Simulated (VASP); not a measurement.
# CdTe (F-43m) in VASP: elastic constants with PBEsol

Aim: the elastic constants of CdTe with PBEsol.

Program: VASP 6.6.1. These are calculated values, not measurements. Logs are shortened: lines on timing, memory, paths and dates and some standing lists are left out, and cuts for length are marked.

## Step 1: The cell of the first run

Symmetry: F-43m, No. 216, cubic system. Conventional cell: a = 6.359 Å, b = 6.359 Å, c = 6.359 Å, α = 90.00°, β = 90.00°, γ = 90.00°. Within 3.6 Å of Cd (site symmetry -43m) lie 4 Te at 2.75 Å. Within 3.6 Å of Te (site symmetry -43m) lie 4 Cd at 2.75 Å.

## Step 2: Elastic constants, PBEsol

INCAR reads:

```
SYSTEM = CdTe
  ALGO = Normal
  EDIFF = 1E-8
  ENCUT = 600
  GGA = PS
  IBRION = 6
  ISIF = 3
  ISMEAR = 0
  LASPH = .True.
  LCHARG = .False.
  LREAL = .False.
  LWAVE = .False.
  NBANDS = 16
  NELM = 80
  NFREE = 2
  NSW = 1
  POTIM = 0.015
  PREC = Accurate
  SIGMA = 0.01
```

KPOINTS reads:

```
k-points
0
Gamma
  8 8 8
  0 0 0
```

POSCAR reads:

```
CdTe
1.0
    0.0000000000      3.1796000000      3.1796000000
    3.1796000000      0.0000000000      3.1796000000
    3.1796000000      3.1796000000      0.0000000000
Cd Te
1 1
Direct
    0.0000000000      0.0000000000      0.0000000000
    0.2500000000      0.2500000000      0.2500000000
```

Potentials or basis: VASP PAW PBE potentials, release 64 (Cd, Te).

Command:

```bash
$ cat potpaw_PBE.64/Cd/POTCAR potpaw_PBE.64/Te/POTCAR > POTCAR
$ mpirun -np 1 vasp_std > vasp.out
```

OUTCAR:

```text
SYSTEM = CdTe
   EDIFF = 1E-8
   ENCUT = 600
   GGA = PS
   IBRION = 6
   ISIF = 3
   ISMEAR = 0
   LASPH = .True.
   LREAL = .False.
   NELM = 80
   NFREE = 2
   NSW = 1
   POTIM = 0.015
   PREC = Accurate

 ion  position               nearest neighbor table
   1  0.000  0.000  0.000-   2 2.75   2 2.75   2 2.75   2 2.75
   2  0.250  0.250  0.250-   1 2.75   1 2.75   1 2.75   1 2.75

  LATTYP: Found a face centered cubic cell.
 ALAT       =     6.3592000000

  Lattice vectors:

 A1 = (   0.0000000000,   3.1796000000,   3.1796000000)
 A2 = (   3.1796000000,   0.0000000000,   3.1796000000)
 A3 = (   3.1796000000,   3.1796000000,   0.0000000000)

Analysis of symmetry for initial positions (statically):
=====================================================================
 Subroutine PRICEL returns:
 Original cell was already a primitive cell.

 Routine SETGRP: Setting up the symmetry group for a
 face centered cubic supercell.

 Subroutine GETGRP returns: Found 24 space group operations
 (whereof 24 operations were pure point group operations)
 out of a pool of 48 trial point group operations.

The static configuration has the point symmetry T_d .

Analysis of symmetry for dynamics (positions and initial velocities):
=====================================================================
 Subroutine PRICEL returns:
 Original cell was already a primitive cell.

 Routine SETGRP: Setting up the symmetry group for a
 face centered cubic supercell.

 Subroutine GETGRP returns: Found 24 space group operations
 (whereof 24 operations were pure point group operations)
 out of a pool of 48 trial point group operations.

The dynamic configuration has the point symmetry T_d .

 Subroutine INISYM returns: Found 24 space group operations
 (whereof 24 operations are pure point group operations),
 and found     1 'primitive' translations

----------------------------------------------------------------------------------------

                                     Primitive cell

  volume of cell :      64.2906

  direct lattice vectors                    reciprocal lattice vectors
     0.000000000  3.179600000  3.179600000    -0.157252485  0.157252485  0.157252485
     3.179600000  0.000000000  3.179600000     0.157252485 -0.157252485  0.157252485
     3.179600000  3.179600000  0.000000000     0.157252485  0.157252485 -0.157252485

  length of vectors
     4.496633443  4.496633443  4.496633443     0.272369293  0.272369293  0.272369293

  position of ions in fractional coordinates (direct lattice)
     0.000000000  0.000000000  0.000000000
     0.250000000  0.250000000  0.250000000

  ion indices of the primitive-cell ions
   primitive index   ion index
                 1           1
                 2           2

----------------------------------------------------------------------------------------

 KPOINTS: k-points

Automatic generation of k-mesh.
 Grid dimensions read from file:
 generate k-points for:    8    8    8

 Generating k-lattice:

  Cartesian coordinates                     Fractional coordinates (reciprocal lattice)
    -0.019656561  0.019656561  0.019656561     0.125000000  0.000000000  0.000000000
     0.019656561 -0.019656561  0.019656561     0.000000000  0.125000000  0.000000000
     0.019656561  0.019656561 -0.019656561     0.000000000  0.000000000  0.125000000

  Length of vectors
     0.034046162  0.034046162  0.034046162

  Shift w.r.t. Gamma in fractional coordinates (k-lattice)
     0.000000000  0.000000000  0.000000000

 Subroutine IBZKPT returns following result:
 ===========================================

 Found     29 irreducible k-points:

 Following reciprocal coordinates:
            Coordinates               Weight
  0.000000  0.000000  0.000000      1.000000
  0.125000  0.000000  0.000000      8.000000
  0.250000  0.000000  0.000000      8.000000
  0.375000  0.000000  0.000000      8.000000
[... 43 lines left out ...]
   IBRION =      6    ionic relax: 0-MD 1-quasi-New 2-CG
   NFREE  =      2    steps in history (QN), initial steepest desc. (CG)
   ISIF   =      3    stress and relaxation
   ISYM   =      2    0-nonsym 1-usesym 2-fastsym
   POTIM  = 0.0150    time-step for ionic-motion
   TEBEG  =    0.0;   TEEND  =   0.0 temperature during run
   PSTRESS=    0.0 pullay stress
   NELECT =      18.0000    total number of electrons
   NUPDOWN=      -1.0000    fix difference up-down
   EMIN   =  10.00;   EMAX   =-10.00  energy-range for DOS
   EFERMI =   0.00;   METHOD = LEGACY
   ISMEAR =     0;   SIGMA  =   0.01  broadening in eV -4-tet -1-fermi 0-gaus
   EFERMI_NEDOS =   21; number of points for ismear=-14 and -15
   IALGO  =     38    algorithm
   IMIX   =      4    mixing-type and parameters
     AMIX     =   0.40;   BMIX     =  1.00
     AMIX_MAG =   1.60;   BMIX_MAG =  1.00
  volume/ion in A,a.u.               =      32.15       216.93
  Fermi-wavevector in a.u.,A,eV,Ry     =   1.070984  2.023867 15.605988  1.147008
  Thomas-Fermi vector in A             =   2.206711
   LORBIT       =      0    0 simple, 1 ext, 2 COOP (PROOUT), +10 PAW based schemes
   GGA     = PS    functional components
   LHFCALC =     F    Hartree Fock is set to
   AEXX    =    0.0000 exact exchange contribution
   IVDW    =     0    specifies the selected vdW correction
   LEPSILON=     F    determine dielectric tensor
   LRPA    =     F    only Hartree local field effects (RPA)
 finite differences with symmetry
 non-spin polarized calculation
 Gauss-broadening in eV      SIGMA  =   0.01
  energy-cutoff  :      600.00
  volume of cell :       64.29
 maximum number of plane-waves:      2180
   NGX = 17   NGY = 17   NGZ = 17

--------------------------------------- Ionic step        1  -------------------------------------------

 number of electron      18.0000002 magnetization

 Free energy of the ion-electron system (eV)
  ---------------------------------------------------
  ext. energy  EPLUGINS =         0.00000000
  ---------------------------------------------------
  free energy    TOTEN  =        -5.45033272 eV

  energy without entropy =       -5.45033272  energy(sigma->0) =       -5.45033272

------------------------ aborting loop because EDIFF is reached ----------------------------------------

  FORCE on cell =-STRESS in cart. coord.  units (eV):
  Direction    XX          YY          ZZ          XY          YZ          ZX
  --------------------------------------------------------------------------------------
  -------------------------------------------------------------------------------------
  Total        1.2309264      1.2309264      1.2309264     -0.0000000      0.0000000      0.0000000
  in kB       30.6757515     30.6757515     30.6757515     -0.0000000      0.0000000      0.0000000
  external PRESSURE =      30.6757515 kB  Pullay stress =       0.0000000 kB
[... 89 lines left out ...]
  FREE ENERGIE OF THE ION-ELECTRON SYSTEM (eV)
  ---------------------------------------------------
  free  energy   TOTEN  =        -5.4288818234 eV

  energy  without entropy=       -5.4288818234  energy(sigma->0) =       -5.42888182

[... ionic steps 4 to 14 ...]

--------------------------------------- Ionic step       15  -------------------------------------------

 number of electron      18.0000000 magnetization

------------------------ aborting loop because EDIFF is reached ----------------------------------------
[... 67 lines left out ...]
--------------------------------------- Ionic step       17  -------------------------------------------

 number of electron      18.0000002 magnetization

 Free energy of the ion-electron system (eV)
  ---------------------------------------------------
  ext. energy  EPLUGINS =         0.00000000
  ---------------------------------------------------
  free energy    TOTEN  =        -5.44971188 eV

  energy without entropy =       -5.44971188  energy(sigma->0) =       -5.44971188

 E-fermi :   2.8385     XC(G=0):  -9.0363

 val. band max:        2.7597532085   @ k =   0.0000   0.0000   0.0000
 cond. band min:       3.5816836574   @ k =   0.0000   0.0000   0.0000
 fundamental gap:      0.8219304489
 Fermi energy:         2.8384911609

 k-point     1 :       0.0000    0.0000    0.0000
  band No.  band energies     occupation
      1      -8.8102      2.00000
      2      -5.7350      2.00000
      3      -5.7270      2.00000
      4      -5.7190      2.00000
      5      -5.4169      2.00000
      6      -5.4168      2.00000
[... 433 lines left out ...]
      3      -5.6022      2.00000
      4      -5.4389      2.00000
      5      -5.4119      2.00000
      6      -4.9139      2.00000
[... 8 lines left out ...]
     15      12.8332      0.00000
     16      13.4612      0.00000

 [... further k-points ...]
[... 5 lines left out ...]
  --------------------------------------------------------------------------------------
  -------------------------------------------------------------------------------------
  Total        1.2321826      1.2343516      1.2343516      0.0000000      0.1219990      0.0000000
  in kB       30.7070576     30.7611098     30.7611098      0.0000000      3.0403214      0.0000000
  external PRESSURE =      30.7430924 kB  Pullay stress =       0.0000000 kB
[... 17 lines left out ...]
  FREE ENERGIE OF THE ION-ELECTRON SYSTEM (eV)
  ---------------------------------------------------
  free  energy   TOTEN  =        -5.4497118792 eV

  energy  without entropy=       -5.4497118792  energy(sigma->0) =       -5.44971188

 INTERNAL STRAIN TENSORS FROM STRAINED CELLS
 ============================================

 INTERNAL STRAIN TENSOR FOR ION    1 for displacements in x,y,z  (eV/Angst):
          X           Y           Z          XY          YZ          ZX
  --------------------------------------------------------------------------------
  x    -0.00000    -0.00000    -0.00000    -0.00000     8.09765     0.00000
  y    -0.00000    -0.00000    -0.00000     0.00000     0.00000     8.09771
  z    -0.00000    -0.00000    -0.00000     8.09791     0.00000     0.00000

 INTERNAL STRAIN TENSORS FROM DISPLACED ATOMS
 ============================================

 INTERNAL STRAIN TENSOR FOR ION    1 for displacements in x,y,z  (eV/Angst):
          X           Y           Z          XY          YZ          ZX
  --------------------------------------------------------------------------------
  x     0.00000    -0.00000    -0.00000     0.00000     8.13249     0.00000
  y    -0.00000     0.00000    -0.00000     0.00000     0.00000     8.13249
  z    -0.00000    -0.00000     0.00000     8.13249     0.00000     0.00000

 INTERNAL STRAIN TENSOR FOR ION    2 for displacements in x,y,z  (eV/Angst):
          X           Y           Z          XY          YZ          ZX
  --------------------------------------------------------------------------------
  x     0.00000     0.00000     0.00000     0.00000    -8.15590     0.00000
  y     0.00000    -0.00000     0.00000     0.00000     0.00000    -8.15590
  z     0.00000     0.00000     0.00000    -8.15590     0.00000     0.00000

 Eigenvectors and eigenvalues of the dynamical matrix
 ----------------------------------------------------

   1 f  =    4.751899 THz    29.857060 2PiTHz  158.506280 cm-1    19.652265 meV
             X         Y         Z           dx          dy          dz
      0.000000  0.000000  0.000000     0.000000    0.729311    0.000000
      1.589800  1.589800  1.589800     0.000000   -0.684183    0.000000
[... 21 lines left out ...]
   6 f/i=    0.001199 THz     0.007537 2PiTHz    0.040010 cm-1     0.004961 meV
             X         Y         Z           dx          dy          dz
      0.000000  0.000000  0.000000     0.000000    0.000000   -0.684183
      1.589800  1.589800  1.589800     0.000000    0.000000   -0.729311

--------------------------------------------------------------------------------------------------------

 ELASTIC MODULI CONTR FROM IONIC RELAXATION (kBar)
 Direction    XX          YY          ZZ          XY          YZ          ZX
 --------------------------------------------------------------------------------
 XX          -0.0000     -0.0000     -0.0000      0.0000      0.0000      0.0000
 YY          -0.0000     -0.0000     -0.0000      0.0000      0.0000     -0.0000
 ZZ          -0.0000     -0.0000     -0.0000      0.0000      0.0000      0.0000
 XY           0.0000      0.0000      0.0000   -299.3722      0.0000      0.0000
 YZ           0.0000      0.0000      0.0000      0.0000   -299.3722      0.0000
 ZX           0.0000     -0.0000      0.0000      0.0000      0.0000   -299.3722
 --------------------------------------------------------------------------------

 TOTAL ELASTIC MODULI (kBar)
 Direction    XX          YY          ZZ          XY          YZ          ZX
 --------------------------------------------------------------------------------
 XX         621.9798    477.4058    477.4058      0.0000      0.0000      0.0000
 YY         477.4058    621.9798    477.4058      0.0000      0.0000     -0.0000
 ZZ         477.4058    477.4058    621.9798      0.0000      0.0000      0.0000
 XY           0.0000      0.0000      0.0000    184.1894      0.0000      0.0000
 YZ           0.0000      0.0000      0.0000      0.0000    184.1894      0.0000
 ZX           0.0000     -0.0000      0.0000      0.0000      0.0000    184.1894
 --------------------------------------------------------------------------------
```

Run time: 8 min. Hardware: 1 thread of Intel Xeon 6975P-C (Granite Rapids), shared host; peak memory 0.44 GiB.

Results:

```
Elastic constants C11, C12, C44                         : 62, 48, 18 GPa
Voigt bulk modulus                                      : 53 GPa
Highest phonon frequency at Γ, LO-TO splitting left out : 159 cm⁻¹
```

Phonon frequencies in cm⁻¹ (negative: imaginary):
```tsv
q point	frequencies
(0.000, 0.000, 0.000)	0 0 0 159 159 159
```

Elastic tensor in Voigt notation (GPa, in the Cartesian axes of the cell as first typed):
```
62 48 48  0  0  0
48 62 48  0  0  0
48 48 62  0  0  0
 0  0  0 18  0  0
 0  0  0  0 18  0
 0  0  0  0  0 18
```

Clamped-ion elastic tensor (GPa):
```
62 48 48  0  0  0
48 62 48  0  0  0
48 48 62  0  0  0
 0  0  0 48  0  0
 0  0  0  0 48  0
 0  0  0  0  0 48
```

Caveat: the cell is under stress, which shifts elastic constants; the PAW data sets were made with another functional, which shifts forces and pressure a little; spin-orbit coupling is left out, which moves the levels of the heavy elements.
